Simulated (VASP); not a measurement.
# BN (Cm) in VASP: vibrations by perturbation theory with PBE

Aim: the vibrations by perturbation theory of BN with PBE.

Everything below comes from runs of VASP 6.6.1. Logs are shortened: lines on timing, memory, paths and dates and some standing lists are left out, and cuts for length are marked.

## (1) The cell of the first run

It takes space group Cm (No. 8, monoclinic). The conventional cell has a = 4.351 Å, b = 2.512 Å, c = 4.500 Å, α = 90.00°, β = 108.64°, γ = 90.00°. Within 1.9 Å of B (site symmetry m) lie 3 N at 1.45 Å. N (site symmetry m) has 3 B at 1.45 Å within 1.9 Å.

## (2) Vibrations by perturbation theory, PBE

INCAR reads:

```
SYSTEM = BN
PREC = Accurate
ENCUT = 520
EDIFF = 1E-8
ISMEAR = 0
SIGMA = 0.01
LREAL = .False.
LASPH = .True.
NELM = 60
ALGO = Normal
ISIF = 2
LWAVE = .False.
LCHARG = .False.
GGA = PE
IBRION = 8
NSW = 1
LEPSILON = .True.
```

KPOINTS reads:

```
regular mesh
0
Gamma
  12 12 6
  0 0 0
```

POSCAR reads:

```
BN
1.0
    2.1755411198     -1.2560601559     -0.0101312155
    2.1755411198      1.2560601559     -0.0101312155
   -1.4187748876      0.0000000000      4.2704547963
B N
1 1
Direct
    0.0004451958      0.0004451958      0.0013359461
    0.6671217842      0.6671217842      0.0013650039
```

Potentials or basis: VASP PAW PBE potentials, release 64 (B, N).

On the command line:

```
$ cat potpaw_PBE.64/B/POTCAR potpaw_PBE.64/N/POTCAR > POTCAR
$ mpirun -np 1 vasp_std > vasp.out
```

OUTCAR:

```text
SYSTEM = BN
   PREC = Accurate
   ENCUT = 520
   EDIFF = 1E-8
   ISMEAR = 0
   LREAL = .False.
   LASPH = .True.
   NELM = 60
   ISIF = 2
   GGA = PE
   IBRION = 8
   NSW = 1
   LEPSILON = .True.

 ion  position               nearest neighbor table
   1  0.000  0.000  0.001-   2 1.45   2 1.45   2 1.45
   2  0.667  0.667  0.001-   1 1.45   1 1.45   1 1.45

  LATTYP: Found a base centered monoclinic cell.
 ALAT       =     4.3511294191
 B/A-ratio  =     0.5773490213
 C/A-ratio  =     1.0342067400
 COS(beta)  =    -0.3197014842

  Lattice vectors:

 A1 = (   2.1755411198,  -1.2560601559,  -0.0101312155)
 A2 = (   2.1755411198,   1.2560601559,  -0.0101312155)
 A3 = (  -1.4187748876,   0.0000000000,   4.2704547963)

Analysis of symmetry for initial positions (statically):
=====================================================================
 Subroutine PRICEL returns:
 Original cell was already a primitive cell.

 Routine SETGRP: Setting up the symmetry group for a
 base centered monoclinic supercell.

 Subroutine GETGRP returns: Found  2 space group operations
 (whereof  2 operations were pure point group operations)
 out of a pool of  4 trial point group operations.

The static configuration has the point symmetry C_1h.

Analysis of symmetry for dynamics (positions and initial velocities):
=====================================================================
 Subroutine PRICEL returns:
 Original cell was already a primitive cell.

 Routine SETGRP: Setting up the symmetry group for a
 base centered monoclinic supercell.

 Subroutine GETGRP returns: Found  2 space group operations
 (whereof  2 operations were pure point group operations)
 out of a pool of  4 trial point group operations.

The dynamic configuration has the point symmetry C_1h.

 Subroutine INISYM returns: Found  2 space group operations
 (whereof  2 operations are pure point group operations),
 and found     1 'primitive' translations

----------------------------------------------------------------------------------------

                                     Primitive cell

  volume of cell :      23.3029

  direct lattice vectors                    reciprocal lattice vectors
     2.175541120 -1.256060156 -0.010131216     0.230184009 -0.398070106  0.076474124
     2.175541120  1.256060156 -0.010131216     0.230184009  0.398070106  0.076474124
    -1.418774888  0.000000000  4.270454796     0.001092176  0.000000000  0.234529950

  length of vectors
     2.512124384  2.512124384  4.499967372     0.466146736  0.466146736  0.234532493

  position of ions in fractional coordinates (direct lattice)
     0.000445196  0.000445196  0.001335946
     0.667121784  0.667121784  0.001365004

  ion indices of the primitive-cell ions
   primitive index   ion index
                 1           1
                 2           2

----------------------------------------------------------------------------------------

 KPOINTS: regular mesh

Automatic generation of k-mesh.
[... 415 lines left out ...]
          -0.007533     0.000000     2.373074
 ------------------------------------------------------

 Free energy of the ion-electron system (eV)
  ---------------------------------------------------
  ---------------------------------------------------
  free energy    TOTEN  =        -0.20389347 eV

  energy without entropy =       -0.20389347

------------------------ aborting loop because EDIFF is reached ----------------------------------------

--------------------------------------- Ionic step        2  -------------------------------------------

------------------------ aborting loop because EDIFF is reached ----------------------------------------

--------------------------------------- Ionic step        3  -------------------------------------------

------------------------ aborting loop because EDIFF is reached ----------------------------------------

 PIEZOELECTRIC TENSOR FIELD DIRECTION 3  (e Angst)
 -----------------------------------------------------------------------------
    -0.00845  0.00000  0.00046           ( -0.00002  0.00000 -0.00000)
     0.00000  0.00363  0.00000           (  0.00000  0.00002  0.00000)
     0.00046  0.00000  0.00653           ( -0.00000  0.00000  0.00003)

 PIEZOELECTRIC TENSOR FIELD DIRECTION 3  (C/m^2)
 -----------------------------------------------------------------------------
    -0.00581  0.00000  0.00031
     0.00000  0.00249  0.00000
     0.00031  0.00000  0.00449

--------------------------------------- Ionic step        4  -------------------------------------------
[... 17 lines left out ...]
------------------------ aborting loop because EDIFF is reached ----------------------------------------

--------------------------------------- Ionic step        9  -------------------------------------------

 Free energy of the ion-electron system (eV)
  ---------------------------------------------------
  ---------------------------------------------------
  free energy    TOTEN  =        -0.25684776 eV

  energy without entropy =       -0.25684776

------------------------ aborting loop because EDIFF is reached ----------------------------------------

 INTERNAL STRAIN TENSOR  FOR ION    2  DIRECTION 3   (eV/Angst):
 -----------------------------------------------------------------------------
    -0.12466  0.00000  0.00137
     0.00000  0.13300  0.00000
    -0.00921  0.00000 -0.01073

 MACROSCOPIC STATIC DIELECTRIC TENSOR (including local field effects in DFT)
 ------------------------------------------------------
           3.962881     0.000000    -0.009421
           0.000000     3.962968     0.000000
          -0.009142     0.000000     1.958267
 ------------------------------------------------------

 PIEZOELECTRIC TENSOR (including local field effects)  for field in x, y, z        (e  Angst)
          XX          YY          ZZ          XY          YZ          ZX
  --------------------------------------------------------------------------------
  x     1.26917    -1.26935     0.00092     0.00000     0.00000    -0.00807
  y     0.00000     0.00000     0.00000    -1.26931     0.00384     0.00000
  z    -0.00845     0.00363     0.00653     0.00000     0.00000     0.00046

 PIEZOELECTRIC TENSOR (including local field effects)  for field in x, y, z        (C/m^2)
          XX          YY          ZZ          XY          YZ          ZX
  --------------------------------------------------------------------------------
  x     0.87261    -0.87274     0.00063     0.00000     0.00000    -0.00555
  y     0.00000     0.00000     0.00000    -0.87271     0.00264     0.00000
  z    -0.00581     0.00249     0.00449     0.00000     0.00000     0.00031

 BORN EFFECTIVE CHARGES (including local field effects) (in |e|, cummulative output)
 ---------------------------------------------------------------------------------
 ion    1
    1     2.71224     0.00000    -0.01039
    2     0.00000     2.71205     0.00000
    3    -0.01052     0.00000     0.47382
 ion    2
    1    -2.71224     0.00000     0.01039
    2     0.00000    -2.71205     0.00000
    3     0.01052     0.00000    -0.47382

 INTERNAL STRAIN TENSOR FOR ION    2 for displacements in x,y,z  (eV/Angst):
          X           Y           Z          XY          YZ          ZX
  --------------------------------------------------------------------------------
  x    11.67471   -11.67458    -0.00324     0.00000     0.00000    -0.04768
  y     0.00000     0.00000     0.00000   -11.68899     0.05757     0.00000
  z    -0.12466     0.13300    -0.01073     0.00000     0.00000     0.00137

 SECOND DERIVATIVES (NOT SYMMETRIZED)
 ------------------------------------
               1X          1Y          1Z          2X          2Y          2Z
  1X   -40.307788    0.000000    0.124834   40.307788    0.000000   -0.124834
  1Y     0.000000  -40.295415    0.000000    0.000000   40.295415    0.000000
  1Z     0.124243    0.000000  -13.551420   -0.124243    0.000000   13.551420
  2X    40.306994    0.000000   -0.121580  -40.306994    0.000000    0.121580
  2Y     0.000000   40.287964    0.000000    0.000000  -40.287964    0.000000
  2Z    -0.120787    0.000000   13.546639    0.120787    0.000000  -13.546639

 Eigenvectors and eigenvalues of the dynamical matrix
 ----------------------------------------------------

   1 f  =   40.185078 THz   252.490294 2PiTHz 1340.429931 cm-1   166.192056 meV
             X         Y         Z           dx          dy          dz
      0.000042  0.000000  0.005696    -0.751183    0.000000    0.003469
      2.900765  0.000000 -0.007688     0.660078   -0.000000   -0.003020
[... 21 lines left out ...]
   6 f/i=    0.002595 THz     0.016306 2PiTHz    0.086564 cm-1     0.010733 meV
             X         Y         Z           dx          dy          dz
      0.000042  0.000000  0.005696     0.350090    0.000000   -0.559512
      2.900765  0.000000 -0.007688     0.398437    0.000000   -0.636891

--------------------------------------------------------------------------------------------------------

 MACROSCOPIC STATIC DIELECTRIC TENSOR IONIC CONTRIBUTION
 ------------------------------------------------------
           1.417196    -0.000000    -0.006073
          -0.000000     1.417543    -0.000000
          -0.006073    -0.000000     0.128679
 ------------------------------------------------------

 ELASTIC MODULI CONTR FROM IONIC RELAXATION (kBar)
 Direction    XX          YY          ZZ          XY          YZ          ZX
 --------------------------------------------------------------------------------
 XX        -228.7334    228.7404      0.0425     -0.0000      0.0000      0.9350
 YY         228.7404   -228.7479     -0.0415      0.0000     -0.0000     -0.9350
 ZZ           0.0425     -0.0415     -0.0017     -0.0000      0.0000     -0.0001
 XY          -0.0000      0.0000     -0.0000   -237.2381      1.1525      0.0000
 YZ           0.0000     -0.0000      0.0000      1.1525     -0.0056     -0.0000
 ZX           0.9350     -0.9350     -0.0001      0.0000     -0.0000     -0.0038
 --------------------------------------------------------------------------------

 PIEZOELECTRIC TENSOR IONIC CONTR  for field in x, y, z        (C/m^2)
          XX          YY          ZZ          XY          YZ          ZX
  --------------------------------------------------------------------------------
  x    -0.53563     0.53563     0.00013    -0.00000     0.00000     0.00219
  y     0.00000    -0.00000     0.00000     0.54567    -0.00265    -0.00000
  z     0.00550    -0.00577     0.00043    -0.00000     0.00000    -0.00004
```

Run time: 7 min. Hardware: 1 thread of AMD EPYC 9R45 (Zen 5), shared host; peak memory 0.38 GiB.

What came out:

* Electronic dielectric tensor (diagonal): 3.96, 3.96, 1.96
* Born charges (mean of the diagonal): B +1.97; N -1.97 e
* Highest phonon frequency at Γ, LO-TO splitting left out: 1340 cm⁻¹

Phonon frequencies in cm⁻¹ (negative: imaginary):
```tsv
q point	frequencies
(0.000, 0.000, 0.000)	0 0 0 777 1340 1340
```

Electronic dielectric tensor:
```
 3.96  0.00 -0.01
 0.00  3.96  0.00
-0.01  0.00  1.96
```

Born effective charge tensors (e):
atom 1, B
```
 2.71  0.00 -0.01
 0.00  2.71  0.00
-0.01  0.00  0.47
```
atom 2, N
```
-2.71  0.00  0.01
 0.00 -2.71  0.00
 0.01  0.00 -0.47
```
